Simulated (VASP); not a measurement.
# KI (Imm2) in VASP: notebook

The runs below take KI through single point, with PBE.

All numbers are computed with VASP 6.6.1; they aren't measurements. Logs are shortened: lines on timing, memory, paths and dates and some standing lists are left out, and cuts for length are marked.

### 1 The cell of the first run

It takes space group Imm2 (No. 44, orthorhombic). The conventional cell has a = 4.984 Å, b = 7.049 Å, c = 4.984 Å, α = 90.00°, β = 90.00°, γ = 90.00°. Within 4.4 Å of K (site symmetry mm2) lie 6 I at 3.32 to 3.74 Å. I (site symmetry mm2) has 6 K at 3.32 to 3.74 Å within 4.4 Å.

### 2 Single point, PBE (all K atoms moved -0.300 Å, as atom 1 along Cartesian [1 -1 0])

File INCAR:

```
  ALGO = Normal
  EDIFF = 1E-6
  ENCUT = 520
  GGA = PE
  ISIF = 2
  ISMEAR = 0
  LASPH = True
  LCHARG = False
  LREAL = False
  LWAVE = False
  NBANDS = 15
  NELM = 80
  PREC = Accurate
  SIGMA = 0.05
```

File KPOINTS:

```
k-points
0
Gamma
  6 6 6
```

File POSCAR:

```
KI
1.0
    0.0000000000      3.5245500000      3.5245500000
    3.5245500000      0.0000000000      3.5245500000
    3.5245500000      3.5245500000      0.0000000000
K I
1 1
Direct
    0.0601869840     -0.0601869840      0.0000000000
    0.5000000000      0.5000000000      0.5000000000
```

Potentials or basis: VASP PAW PBE potentials, release 64 (K_sv, I).

Command:

```console
$ cat potpaw_PBE.64/K_sv/POTCAR potpaw_PBE.64/I/POTCAR > POTCAR
$ mpirun -np 1 vasp_std > vasp.out
```

OUTCAR:

```text
EDIFF = 1E-6
   ENCUT = 520
   GGA = PE
   ISIF = 2
   ISMEAR = 0
   LASPH = True
   LREAL = False
   NELM = 80
   PREC = Accurate

 ion  position               nearest neighbor table
   1  0.060  0.940  0.000-   2 3.32   2 3.32   2 3.54   2 3.54
   2  0.500  0.500  0.500-   1 3.32   1 3.32   1 3.54   1 3.54

  LATTYP: Found a face centered cubic cell.
 ALAT       =     7.0491000000

  Lattice vectors:

 A1 = (   0.0000000000,   3.5245500000,   3.5245500000)
 A2 = (   3.5245500000,   0.0000000000,   3.5245500000)
 A3 = (   3.5245500000,   3.5245500000,   0.0000000000)

Analysis of symmetry for initial positions (statically):
=====================================================================
 Subroutine PRICEL returns:
 Original cell was already a primitive cell.

 Routine SETGRP: Setting up the symmetry group for a
 face centered cubic supercell.

 Subroutine GETGRP returns: Found  4 space group operations
 (whereof  4 operations were pure point group operations)
 out of a pool of 48 trial point group operations.

The static configuration has the point symmetry C_2v.

Analysis of symmetry for dynamics (positions and initial velocities):
=====================================================================
 Subroutine PRICEL returns:
 Original cell was already a primitive cell.

 Routine SETGRP: Setting up the symmetry group for a
 face centered cubic supercell.

 Subroutine GETGRP returns: Found  4 space group operations
 (whereof  4 operations were pure point group operations)
 out of a pool of 48 trial point group operations.

The dynamic configuration has the point symmetry C_2v.

 Subroutine INISYM returns: Found  4 space group operations
 (whereof  4 operations are pure point group operations),
 and found     1 'primitive' translations

----------------------------------------------------------------------------------------

                                     Primitive cell

  volume of cell :      87.5671

  direct lattice vectors                    reciprocal lattice vectors
     0.000000000  3.524550000  3.524550000    -0.141862082  0.141862082  0.141862082
     3.524550000  0.000000000  3.524550000     0.141862082 -0.141862082  0.141862082
     3.524550000  3.524550000  0.000000000     0.141862082  0.141862082 -0.141862082

  length of vectors
     4.984466411  4.984466411  4.984466411     0.245712333  0.245712333  0.245712333

  position of ions in fractional coordinates (direct lattice)
     0.060186984  0.939813016  0.000000000
     0.500000000  0.500000000  0.500000000

  ion indices of the primitive-cell ions
   primitive index   ion index
                 1           1
                 2           2

----------------------------------------------------------------------------------------

 KPOINTS: k-points

Automatic generation of k-mesh.
 Grid dimensions read from file:
 generate k-points for:    6    6    6

 Generating k-lattice:

  Cartesian coordinates                     Fractional coordinates (reciprocal lattice)
    -0.023643680  0.023643680  0.023643680     0.166666667  0.000000000  0.000000000
     0.023643680 -0.023643680  0.023643680     0.000000000  0.166666667  0.000000000
     0.023643680  0.023643680 -0.023643680     0.000000000  0.000000000  0.166666667

  Length of vectors
     0.040952056  0.040952056  0.040952056

  Shift w.r.t. Gamma in fractional coordinates (k-lattice)
     0.000000000  0.000000000  0.000000000

 Subroutine IBZKPT returns following result:
 ===========================================

 Found     46 irreducible k-points:

 Following reciprocal coordinates:
            Coordinates               Weight
  0.000000  0.000000  0.000000      1.000000
  0.166667  0.000000  0.000000      4.000000
  0.000000  0.000000  0.166667      4.000000
  0.333333  0.000000  0.000000      4.000000
  0.000000  0.000000  0.333333      4.000000
  0.500000  0.000000  0.000000      2.000000
[... 16 lines left out ...]
  0.000000 -0.166667  0.166667      8.000000
  0.166667  0.166667  0.333333      2.000000
 [... further k-points ...]
   k-points           NKPTS =     46   k-points in BZ     NKDIM =     46   number of bands    NBANDS=     15
   number of dos      NEDOS =    301   number of ions     NIONS =      2
   total plane-waves  NPLWV =  64000
   dimension x,y,z NGX =    40 NGY =   40 NGZ =   40
   dimension x,y,z NGXF=    80 NGYF=   80 NGZF=   80
   ions per type =               1   1
   NGX,Y,Z   is equivalent  to a cutoff of  13.34, 13.34, 13.34 a.u.
   NGXF,Y,Z  is equivalent  to a cutoff of  26.68, 26.68, 26.68 a.u.
 SYSTEM =  unknown system
   PREC   = accura    normal or accurate (medium, high low for compatibility)
   ISTART =      0    job   : 0-new  1-cont  2-samecut
   ICHARG =      2    charge: 1-file 2-atom 10-const
   ISPIN  =      1    spin polarized calculation?
   LNONCOLLINEAR =      F non collinear calculations
   LSORBIT =      F    spin-orbit coupling
   LASPH  =      T    aspherical Exc in radial PAW
   ENCUT  =  520.0 eV  38.22 Ry    6.18 a.u.   9.27  9.27  9.27*2*pi/ulx,y,z
   NELM   =     80;   NELMIN=  2; NELMDL= -5     # of ELM steps
   EDIFF  = 0.1E-05   stopping-criterion for ELM
   LREAL  =      F    real-space projection
   EDIFFG = 0.1E-04   stopping-criterion for IOM
   NSW    =      0    number of steps for IOM
   IBRION =     -1    ionic relax: 0-MD 1-quasi-New 2-CG
   NFREE  =      0    steps in history (QN), initial steepest desc. (CG)
   ISIF   =      2    stress and relaxation
   ISYM   =      2    0-nonsym 1-usesym 2-fastsym
   POTIM  = 0.5000    time-step for ionic-motion
   TEBEG  =    0.0;   TEEND  =   0.0 temperature during run
   PSTRESS=    0.0 pullay stress
   NELECT =      16.0000    total number of electrons
   NUPDOWN=      -1.0000    fix difference up-down
   EMIN   =  10.00;   EMAX   =-10.00  energy-range for DOS
   EFERMI =   0.00;   METHOD = LEGACY
   ISMEAR =     0;   SIGMA  =   0.05  broadening in eV -4-tet -1-fermi 0-gaus
   EFERMI_NEDOS =   21; number of points for ismear=-14 and -15
   IALGO  =     38    algorithm
   IMIX   =      4    mixing-type and parameters
     AMIX     =   0.40;   BMIX     =  1.00
     AMIX_MAG =   1.60;   BMIX_MAG =  1.00
  volume/ion in A,a.u.               =      43.78       295.47
  Fermi-wavevector in a.u.,A,eV,Ry     =   0.928969  1.755497 11.741598  0.862983
  Thomas-Fermi vector in A             =   2.055202
   LORBIT       =      0    0 simple, 1 ext, 2 COOP (PROOUT), +10 PAW based schemes
   GGA     = PE    functional components
   LHFCALC =     F    Hartree Fock is set to
   AEXX    =    0.0000 exact exchange contribution
   IVDW    =     0    specifies the selected vdW correction
   LEPSILON=     F    determine dielectric tensor
   LRPA    =     F    only Hartree local field effects (RPA)
 non-spin polarized calculation
 Gauss-broadening in eV      SIGMA  =   0.05
  energy-cutoff  :      520.00
  volume of cell :       87.57
 maximum number of plane-waves:      2397
 NGX is ok and might be reduce to    40
   NGX = 19   NGY = 19   NGZ = 19

 number of electron      15.9999999 magnetization

 Free energy of the ion-electron system (eV)
  ---------------------------------------------------
  ext. energy  EPLUGINS =         0.00000000
  ---------------------------------------------------
  free energy    TOTEN  =        -5.50163365 eV

  energy without entropy =       -5.50163365  energy(sigma->0) =       -5.50163365

 E-fermi :  -0.1851     XC(G=0):  -7.1948

 val. band max:       -0.3989989455   @ k =   0.0000   0.0000   0.0000
 cond. band min:       3.5989159365   @ k =   0.0000   0.0000   0.0000
 fundamental gap:      3.9979148820
 Fermi energy:        -0.1850722717

 k-point     1 :       0.0000    0.0000    0.0000
  band No.  band energies     occupation
      1     -28.8516      2.00000
      2     -12.3590      2.00000
      3     -12.3478      2.00000
      4     -12.3410      2.00000
      5     -10.8863      2.00000
      6      -0.4118      2.00000
      7      -0.4020      2.00000
      8      -0.3990      2.00000
      9       3.5989      0.00000
     10       6.0982      0.00000
     11       6.1748      0.00000
     12       6.2319      0.00000
     13       6.8943      0.00000
     14       6.9574      0.00000
     15       9.2902      0.00000

 k-point     2 :       0.1667    0.0000    0.0000
  band No.  band energies     occupation
      1     -28.8510      2.00000
      2     -12.3986      2.00000
      3     -12.3485      2.00000
      4     -12.3438      2.00000
      5     -10.8128      2.00000
      6      -0.8157      2.00000
      7      -0.4991      2.00000
      8      -0.4845      2.00000
      9       4.2212      0.00000
     10       6.0867      0.00000
     11       6.3766      0.00000
     12       6.4464      0.00000
     13       7.2667      0.00000
     14       7.2810      0.00000
     15      10.1082      0.00000

 k-point     3 :       0.0000    0.0000    0.1667
  band No.  band energies     occupation
      1     -28.8510      2.00000
      2     -12.4008      2.00000
      3     -12.3501      2.00000
      4     -12.3435      2.00000
      5     -10.8091      2.00000
      6      -0.8240      2.00000
      7      -0.4887      2.00000
      8      -0.4733      2.00000
      9       4.2218      0.00000
     10       5.9652      0.00000
     11       6.3853      0.00000
     12       6.4499      0.00000
     13       7.2722      0.00000
     14       7.3922      0.00000
     15      10.1527      0.00000
[... 343 lines left out ...]
 k-point    23 :       0.0000   -0.1667    0.1667
  band No.  band energies     occupation
      1     -28.8503      2.00000
      2     -12.4370      2.00000
      3     -12.3586      2.00000
      4     -12.3442      2.00000
      5     -10.7291      2.00000
      6      -1.1739      2.00000
      7      -0.6380      2.00000
      8      -0.5920      2.00000
      9       4.9525      0.00000
     10       5.8167      0.00000
     11       6.6576      0.00000
     12       7.0038      0.00000
     13       7.6467      0.00000
     14       8.0971      0.00000
     15       9.5795      0.00000

 k-point    24 :       0.1667    0.1667    0.3333
  band No.  band energies     occupation
      1     -28.8502      2.00000
      2     -12.4459      2.00000
      3     -12.3509      2.00000
      4     -12.3491      2.00000
      5     -10.7220      2.00000
      6      -1.1714      2.00000
      7      -0.6462      2.00000
      8      -0.5732      2.00000
      9       4.9282      0.00000
     10       5.8578      0.00000
     11       6.7853      0.00000
     12       6.8017      0.00000
     13       7.4596      0.00000
     14       8.3537      0.00000
     15       9.5366      0.00000

 [... further k-points ...]

------------------------ aborting loop because EDIFF is reached ----------------------------------------

  FORCE on cell =-STRESS in cart. coord.  units (eV):
  Direction    XX          YY          ZZ          XY          YZ          ZX
  --------------------------------------------------------------------------------------
  -------------------------------------------------------------------------------------
  Total        0.7265576      0.7265576      0.3408907      0.1040464      0.0000000      0.0000000
  in kB       13.2935091     13.2935091      6.2371283      1.9036926      0.0000000      0.0000000
  external PRESSURE =      10.9413822 kB  Pullay stress =       0.0000000 kB

 VOLUME and BASIS-vectors are now :
 -----------------------------------------------------------------------------
  energy-cutoff  :      520.00
  volume of cell :       87.57
      direct lattice vectors                 reciprocal lattice vectors
     0.000000000  3.524550000  3.524550000    -0.141862082  0.141862082  0.141862082
     3.524550000  0.000000000  3.524550000     0.141862082 -0.141862082  0.141862082
     3.524550000  3.524550000  0.000000000     0.141862082  0.141862082 -0.141862082

 POSITION                                       TOTAL-FORCE (eV/Angst)
 -----------------------------------------------------------------------------------
      3.31242      0.21213      3.52455         0.252676     -0.252676      0.000000
      3.52455      3.52455      3.52455        -0.252676      0.252676      0.000000
 -----------------------------------------------------------------------------------
    total drift:                               -0.000139      0.000139     -0.000000

  FREE ENERGIE OF THE ION-ELECTRON SYSTEM (eV)
  ---------------------------------------------------
  free  energy   TOTEN  =        -5.5016336503 eV

  energy  without entropy=       -5.5016336503  energy(sigma->0) =       -5.50163365
```

Run time: 38 s. Hardware: 1 thread of Intel Xeon Platinum 8559C (Emerald Rapids), shared host; peak memory 0.26 GiB.

Results:

```yaml
Free_energy: -5.5016 eV
Pressure: 1.1 GPa
Largest_force: 0.357 eV/Å
Band_gap_on_the_k_mesh: 4.00 eV, direct
```

Forces in eV/Å, atoms in the order of the input:
```
K    0.253 -0.253  0.000
I   -0.253  0.253  0.000
```

Stress tensor (GPa, compression positive):
```
1.33 0.19 0.00
0.19 1.33 0.00
0.00 0.00 0.62
```

Caveat: the cell differs from its parent crystal (all K atoms moved -0.300 Å, as atom 1 along Cartesian [1 -1 0]); spin-orbit coupling is left out, which moves the levels of the heavy elements.

### 3 Single point, PBE (all K atoms moved +0.225 Å, as atom 1 along Cartesian [1 -1 0])

File INCAR:

```
ALGO = Normal ; EDIFF = 1E-6
ENCUT = 520 ; GGA = PE
ISIF = 2 ; ISMEAR = 0
LASPH = T ; LCHARG = T
LELF = T ; LREAL = F
LVHAR = T ; LWAVE = F
NBANDS = 15 ; NELM = 60
PREC = Accurate ; SIGMA = 0.05
```

KPOINTS is that of step 2.

Changes to POSCAR since step 2:

```diff
@@ -8,3 +8,3 @@
 Direct
-    0.0601869840     -0.0601869840      0.0000000000
+   -0.0451402380      0.0451402380      0.0000000000
     0.5000000000      0.5000000000      0.5000000000
```

Potentials or basis: VASP PAW PBE potentials, release 64 (K_sv, I).

Command:

```console
$ cat potpaw_PBE.64/K_sv/POTCAR potpaw_PBE.64/I/POTCAR > POTCAR
$ mpirun -np 1 vasp_std > vasp.out
```

OUTCAR:

```text
EDIFF = 1E-6
   ENCUT = 520
   GGA = PE
   ISIF = 2
   ISMEAR = 0
   LASPH = T
   LREAL = F
   NELM = 60
   PREC = Accurate

 ion  position               nearest neighbor table
   1  0.955  0.045  0.000-   2 3.37   2 3.37   2 3.53   2 3.53   2 3.69   2 3.69
   2  0.500  0.500  0.500-   1 3.37   1 3.37   1 3.53   1 3.53   1 3.69   1 3.69

  LATTYP: Found a face centered cubic cell.
 ALAT       =     7.0491000000

  Lattice vectors:

 A1 = (   0.0000000000,   3.5245500000,   3.5245500000)
 A2 = (   3.5245500000,   0.0000000000,   3.5245500000)
 A3 = (   3.5245500000,   3.5245500000,   0.0000000000)

Analysis of symmetry for initial positions (statically):
=====================================================================
 Subroutine PRICEL returns:
 Original cell was already a primitive cell.

 Routine SETGRP: Setting up the symmetry group for a
 face centered cubic supercell.

 Subroutine GETGRP returns: Found  4 space group operations
 (whereof  4 operations were pure point group operations)
 out of a pool of 48 trial point group operations.

The static configuration has the point symmetry C_2v.

Analysis of symmetry for dynamics (positions and initial velocities):
[... 176 lines left out ...]
      8      -0.3905      2.00000
      9       3.5993      0.00000
     10       6.1054      0.00000
     11       6.1483      0.00000
     12       6.1809      0.00000
     13       6.8691      0.00000
     14       6.9048      0.00000
[... 401 lines left out ...]
      2     -12.4418      2.00000
      3     -12.3580      2.00000
      4     -12.3525      2.00000
      5     -10.7282      2.00000
      6      -1.1699      2.00000
      7      -0.6381      2.00000
      8      -0.5796      2.00000
      9       4.9384      0.00000
     10       5.8648      0.00000
     11       6.7375      0.00000
     12       6.8765      0.00000
     13       7.4864      0.00000
     14       8.1848      0.00000
     15       9.5836      0.00000

 [... further k-points ...]

------------------------ aborting loop because EDIFF is reached ----------------------------------------

  FORCE on cell =-STRESS in cart. coord.  units (eV):
  Direction    XX          YY          ZZ          XY          YZ          ZX
  --------------------------------------------------------------------------------------
  -------------------------------------------------------------------------------------
  Total        0.5803063      0.5803063      0.3632220      0.0563202      0.0000000      0.0000000
  in kB       10.6176115     10.6176115      6.6457158      1.0304659      0.0000000      0.0000000
  external PRESSURE =       9.2936463 kB  Pullay stress =       0.0000000 kB

 VOLUME and BASIS-vectors are now :
 -----------------------------------------------------------------------------
  energy-cutoff  :      520.00
  volume of cell :       87.57
      direct lattice vectors                 reciprocal lattice vectors
     0.000000000  3.524550000  3.524550000    -0.141862082  0.141862082  0.141862082
     3.524550000  0.000000000  3.524550000     0.141862082 -0.141862082  0.141862082
     3.524550000  3.524550000  0.000000000     0.141862082  0.141862082 -0.141862082

 POSITION                                       TOTAL-FORCE (eV/Angst)
 -----------------------------------------------------------------------------------
      0.15910      3.36545      3.52455        -0.185133      0.185133      0.000000
      3.52455      3.52455      3.52455         0.185133     -0.185133      0.000000
 -----------------------------------------------------------------------------------
    total drift:                                0.000112     -0.000112      0.000000

  FREE ENERGIE OF THE ION-ELECTRON SYSTEM (eV)
  ---------------------------------------------------
  free  energy   TOTEN  =        -5.5248188669 eV

  energy  without entropy=       -5.5248188669  energy(sigma->0) =       -5.52481887
```

stdout:

```text
POSCAR found type information on POSCAR K I
 POSCAR found :  2 types and       2 ions
 scaLAPACK will be used
 LDA part: xc-table for (Slater+PW92), standard interpolation
 POSCAR, INCAR and KPOINTS ok, starting setup
 FFT: planning ... GRIDC
 FFT: planning ... GRID_SOFT
 FFT: planning ... GRID
 WAVECAR not read
 entering main loop
```

Wall time 38 s (1 thread of Intel Xeon Platinum 8559C (Emerald Rapids), shared host); peak memory 0.26 GiB.

What came out:

```yaml
Free_energy: -5.5248 eV
Pressure: 0.9 GPa
Largest_force: 0.262 eV/Å
Band_gap_on_the_k_mesh: 3.99 eV, direct
```

Forces on the atoms (eV/Å):
```
K   -0.185  0.185  0.000
I    0.185 -0.185  0.000
```

Caveat: the cell differs from its parent crystal (all K atoms moved +0.225 Å, as atom 1 along Cartesian [1 -1 0]); spin-orbit coupling is left out, which moves the levels of the heavy elements.
